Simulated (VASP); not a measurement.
# CoO (I4/mmm) in VASP: settings compared, part 2 of 2

VASP 6.6.1. Earlier steps stand in the parts before.

### Step 4. Single point, r2SCAN, collinear spin, ferromagnetic start

This run uses another cell than the first one, of 9.39 Å³/atom.

Input file POSCAR:

```
CoO
1.0
   -1.4978788897      1.4978788897      2.0931045106
    1.4978788897     -1.4978788897      2.0931045106
    1.4978788897      1.4978788897     -2.0931045106
Co O
1 1
Direct
    0.0000000000      0.0000000000      0.0000000000
    0.5000000000      0.5000000000      0.0000000000
```

Input file INCAR.step1:

```
SYSTEM = CoO
PREC     = Accurate       ! precision mode
ENCUT    = 520            ! plane-wave cutoff, eV
ISMEAR   = -1             ! smearing method
SIGMA    = 0.05           ! smearing width, eV
LREAL    = .False.        ! projectors in reciprocal space
LASPH    = .True.         ! aspherical terms in the spheres
NELM     = 150            ! most SCF steps
ISPIN    = 2              ! spin polarisation
MAGMOM   = 2 0            ! initial moments
LMAXMIX  = 4              ! l up to which the mixer works
NBANDS   = 18             ! bands
GGA      = PE             ! functional
ALGO     = Normal         ! electronic algorithm
EDIFF    = 1E-4           ! SCF threshold, eV
LWAVE    = .True.         ! write WAVECAR
LCHARG   = .False.        ! write CHGCAR
```

Input file INCAR.step2:

```
SYSTEM = CoO
PREC     = Accurate       ! precision mode
ENCUT    = 520            ! plane-wave cutoff, eV
EDIFF    = 1E-6           ! SCF threshold, eV
ISMEAR   = -1             ! smearing method
SIGMA    = 0.05           ! smearing width, eV
LREAL    = .False.        ! projectors in reciprocal space
LASPH    = .True.         ! aspherical terms in the spheres
NELM     = 150            ! most SCF steps
ALGO     = Normal         ! electronic algorithm
ISIF     = 2              ! what is computed and relaxed
LWAVE    = .False.        ! write WAVECAR
LCHARG   = .True.         ! write CHGCAR
ISPIN    = 2              ! spin polarisation
MAGMOM   = 2 0            ! initial moments
LORBIT   = 11             ! projections on sites
LMAXMIX  = 4              ! l up to which the mixer works
METAGGA  = R2SCAN         ! meta-GGA
LMIXTAU  = .True.       
LELF     = .True.         ! ELF
LVHAR    = .True.       
NBANDS   = 18             ! bands
ISTART   = 1
```

Input file KPOINTS:

```
Automatic mesh
0
Gamma
  12 12 12
  0 0 0
```

Potentials or basis: VASP PAW PBE potentials, release 64 (Co, O).

On the command line:

```sh
cat potpaw_PBE.64/Co/POTCAR potpaw_PBE.64/O/POTCAR > POTCAR
cp INCAR.step1 INCAR
mpirun -np 1 vasp_std > vasp.out
cp INCAR.step2 INCAR
mpirun -np 1 vasp_std > vasp.out
```

OUTCAR:

```text
SYSTEM = CoO
   PREC = Accurate
   ENCUT = 520
   EDIFF = 1E-6
   ISMEAR = -1
   LREAL = .False.
   LASPH = .True.
   NELM = 150
   ISIF = 2
   ISPIN = 2
   LORBIT = 11
   METAGGA = R2SCAN
   ISTART = 1

 ion  position               nearest neighbor table
   1  0.000  0.000  0.000-   2 2.09   2 2.09   2 2.12   2 2.12   2 2.12   2 2.12
   2  0.500  0.500  0.000-   1 2.09   1 2.09   1 2.12   1 2.12   1 2.12   1 2.12

  LATTYP: Found a body centered tetragonal cell.
 ALAT       =     2.9957577794
 C/A-ratio  =     1.3973790037

  Lattice vectors:

 A1 = (  -1.4978788897,   1.4978788897,   2.0931045106)
 A2 = (   1.4978788897,  -1.4978788897,   2.0931045106)
 A3 = (   1.4978788897,   1.4978788897,  -2.0931045106)

Analysis of symmetry for initial positions (statically):
=====================================================================
 Subroutine PRICEL returns:
 Original cell was already a primitive cell.

 Routine SETGRP: Setting up the symmetry group for a
 body centered tetragonal supercell.

[... 704 lines left out ...]
      6       7.2048      1.00000
[... 493 lines left out ...]
     17      37.5792      0.00000
     18      39.1503      0.00000

 [... further k-points ...]

------------------------ aborting loop because EDIFF is reached ----------------------------------------

  FORCE on cell =-STRESS in cart. coord.  units (eV):
  Direction    XX          YY          ZZ          XY          YZ          ZX
  --------------------------------------------------------------------------------------
  -------------------------------------------------------------------------------------
  Total        0.2812474      0.2812474     -0.7947648      0.0000000      0.0000000      0.0000000
  in kB       23.9880400     23.9880400    -67.7867676      0.0000000      0.0000000      0.0000000
  external PRESSURE =      -6.6035626 kB  Pullay stress =       0.0000000 kB

 VOLUME and BASIS-vectors are now :
 -----------------------------------------------------------------------------
  energy-cutoff  :      520.00
  volume of cell :       18.78
      direct lattice vectors                 reciprocal lattice vectors
    -1.497878890  1.497878890  2.093104511     0.000000000  0.333805359  0.238879615
     1.497878890 -1.497878890  2.093104511     0.333805359  0.000000000  0.238879615
     1.497878890  1.497878890 -2.093104511     0.333805359  0.333805359  0.000000000

 POSITION                                       TOTAL-FORCE (eV/Angst)
 -----------------------------------------------------------------------------------
      0.00000      0.00000      0.00000        -0.000000      0.000000      0.000000
      0.00000      0.00000      2.09310         0.000000     -0.000000     -0.000000
 -----------------------------------------------------------------------------------
    total drift:                               -0.000000      0.000000     -0.000000

  FREE ENERGIE OF THE ION-ELECTRON SYSTEM (eV)
  ---------------------------------------------------
  free  energy   TOTEN  =       -21.1218177267 eV

  energy  without entropy=      -21.1055665804  energy(sigma->0) =      -21.11369215

 total charge

# of ion       s       p       d       tot
------------------------------------------
    1        0.305   0.387   7.120   7.812
    2        1.556   3.493   0.000   5.049
--------------------------------------------------
tot          1.862   3.879   7.120  12.861

 magnetization (x)

# of ion       s       p       d       tot
------------------------------------------
    1        0.024   0.021   2.649   2.694
    2        0.029   0.259   0.000   0.288
--------------------------------------------------
tot          0.054   0.280   2.649   2.983
```

It took 3.8 min on 1 thread of Intel Xeon Platinum 8488C (Sapphire Rapids), shared host; peak memory 0.22 GiB.

What came out:

```
Free energy                                           : -21.1218 eV
Pressure                                              : -0.7 GPa
Band gap on the k mesh                                : zero (filled and empty bands overlap)
Net moment                                            : 3.00 μB per cell
Site moments                                          : Co +2.69; O +0.29 μB
Valence electrons inside the program's atomic spheres : Co 7.81; O 5.05
```

Caveat: the stress differs along the axes, from -7 to 2 GPa; the PAW data sets were made with another functional, which shifts forces and pressure a little; a cell with one magnetic atom can't hold antiferromagnetic order, which such compounds often take; semilocal functionals often make such compounds metallic where correlation or magnetic order opens a gap, which also shifts bond lengths. With open d or f shells a metallic result of r2SCAN can be an artefact of self-interaction; +U or a hybrid may open a gap.

### Step 5. Relaxation of cell and atoms, PBEsol, collinear spin, ferromagnetic start

This run uses another cell than the first one, of 9.58 Å³/atom.

Input file INCAR:

```
SYSTEM = CoO
PREC = Accurate
ENCUT = 600
EDIFF = 1E-6
ISMEAR = -1
SIGMA = 0.05
LREAL = .False.
LASPH = .True.
NELM = 150
ALGO = Fast
ISIF = 3
LWAVE = .False.
LCHARG = .False.
ISPIN = 2
MAGMOM = 2 0
LORBIT = 11
LMAXMIX = 4
GGA = PS
IBRION = 2
NSW = 60
EDIFFG = -0.01
```

Input file KPOINTS:

```
regular mesh
0
Gamma
  12 12 12
  0 0 0
```

Input file POSCAR:

```
CoO
1.0
   -1.5080000000      1.5080000000      2.1072475377
    1.5080000000     -1.5080000000      2.1072475377
    1.5080000000      1.5080000000     -2.1072475377
Co O
1 1
Direct
    0.0000000000      0.0000000000      0.0000000000
    0.5000000000      0.5000000000      0.0000000000
```

On the command line:

```sh
cat potpaw_PBE.64/Co/POTCAR potpaw_PBE.64/O/POTCAR > POTCAR
mpirun -np 1 vasp_std > vasp.out
```

Wall time 5.2 min (1 thread of Oxide Virtual Turin-like, shared host); peak memory 0.19 GiB.

Results (log left out):

```
Free energy                                           : -14.0096 eV
Relaxed volume                                        : 8.98 Å³/atom
Relaxed cell                                          : a = 2.938 Å, b = 2.938 Å, c = 2.938 Å, α = 119.91°, β = 119.91°, γ = 90.15°
Space group after relaxing (to 0.1 Å)                 : Fm-3m (No. 225)
Energy gained by relaxing                             : 18.6 meV/atom
Ionic steps                                           : 9
Pressure after relaxing                               : 0.0 GPa
Net moment                                            : 2.64 μB per cell
Site moments                                          : Co +2.35; O +0.25 μB
Valence electrons inside the program's atomic spheres : Co 7.95; O 4.98
```

Stress tensor (GPa, compression positive):
```
-0.02  0.00  0.00
 0.00 -0.02  0.00
 0.00  0.00  0.12
```

The path:
```
step  energy change (eV)  largest force (eV/Å)  pressure (GPa)  volume (Å³)
   1              0.0000                0.0000           -9.75        19.17
   2             -0.0332                0.0000            3.36        17.60
   3             -0.0369                0.0000           -0.04        17.97
   4             -0.0369                0.0000            0.19        17.95
   5             -0.0370                0.0000           -0.19        17.97
   6             -0.0370                0.0000           -0.20        17.98
   7             -0.0370                0.0000           -0.26        17.99
   8             -0.0371                0.0000           -0.14        17.98
   9             -0.0372                0.0000            0.02        17.95
```

Final structure:
```yaml
crystal:
  lattice:
    - [-1.47078, 1.47078, 2.07452]
    - [1.47078, -1.47078, 2.07452]
    - [1.47078, 1.47078, -2.07452]
  atoms:
    - { symbol: Co, position: [0.00000, 0.00000, 0.00000] }
    - { symbol: O, position: [0.50000, 0.50000, 0.00000] }
```

Levels at points of the mesh, in eV from the Fermi level:
Spin up:
```tsv
k point	band 7	band 8	band 9	band 10	band 11	band 12
(0.00, 0.00, 0.00)	-3.13	-3.13	-3.11	1.25	16.79	18.52
(0.50, 0.00, 0.00)	-1.69	0.32	0.34	5.01	9.88	13.70
(0.50, 0.50, 0.00)	-2.14	-1.92	-1.92	6.23	10.07	11.86
(0.50, 0.50, 0.50)	-2.13	-1.92	-1.92	6.22	10.10	11.83
```
Spin down:
| k point | band 2 | band 3 | band 4 | band 5 | band 6 | band 7 | band 8 | band 9 | band 10 | band 11 |
| --- | --- | --- | --- | --- | --- | --- | --- | --- | --- | --- |
| (0.00, 0.00, 0.00) | -3.09 | -3.08 | -3.08 | -1.29 | -1.29 | -1.28 | -0.29 | -0.29 | 1.75 | 16.75 |
| (0.50, 0.00, 0.00) | -8.45 | -5.36 | -5.35 | -0.17 | -0.17 | 0.16 | 2.66 | 2.68 | 5.29 | 10.60 |
| (0.50, 0.50, 0.00) | -7.20 | -4.44 | -4.42 | -2.61 | 0.14 | 0.15 | 0.24 | 0.87 | 7.01 | 10.50 |
| (0.50, 0.50, 0.50) | -7.19 | -4.44 | -4.44 | -2.61 | 0.14 | 0.14 | 0.26 | 0.86 | 7.01 | 10.53 |

Caveat: the PAW data sets were made with another functional, which shifts forces and pressure a little; a cell with one magnetic atom can't hold antiferromagnetic order, which such compounds often take; semilocal functionals often make such compounds metallic where correlation or magnetic order opens a gap, which also shifts bond lengths. With open d or f shells a metallic result of PBEsol can be an artefact of self-interaction; +U or a hybrid may open a gap.

### Step 6. The runs side by side

```tsv
task	level	cell	cutoff (eV)	gap on the mesh (eV)	pressure (GPa)	moment (μB)
single point	r2SCAN	a = 2.937 Å, angles 119.6, 119.6, 90.7°, 2 atoms	520	none	9.0	3.00
single point	r2SCAN	a = 2.958 Å, angles 119.6, 119.6, 90.7°, 2 atoms	520	none	3.9	3.00
single point	r2SCAN	a = 2.978 Å, angles 119.6, 119.6, 90.7°, 2 atoms	520	none	-0.7	3.00
relaxation of cell and atoms	PBEsol	relaxed from a = 2.998 Å, angles 119.6, 119.6, 90.7°, 2 atoms	600	none	0.0	2.64
```

Alike in all rows: potentials or basis VASP PAW PBE potentials, release 64 (Co, O); spin collinear, ferromagnetic start; k mesh 12 × 12 × 12; smearing fermi-dirac 0.05 eV.

Caveats: the PAW data sets were made with another functional, which shifts forces and pressure a little; a cell with one magnetic atom can't hold antiferromagnetic order, which such compounds often take; semilocal functionals often make such compounds metallic where correlation or magnetic order opens a gap, which also shifts bond lengths; the stress differs along the axes, from 3 to 12 GPa (at least some runs); the stress differs along the axes, from -2 to 7 GPa (at least some runs); the stress differs along the axes, from -7 to 2 GPa (at least some runs).

Absolute energies hang on the potentials; compare differences alone.
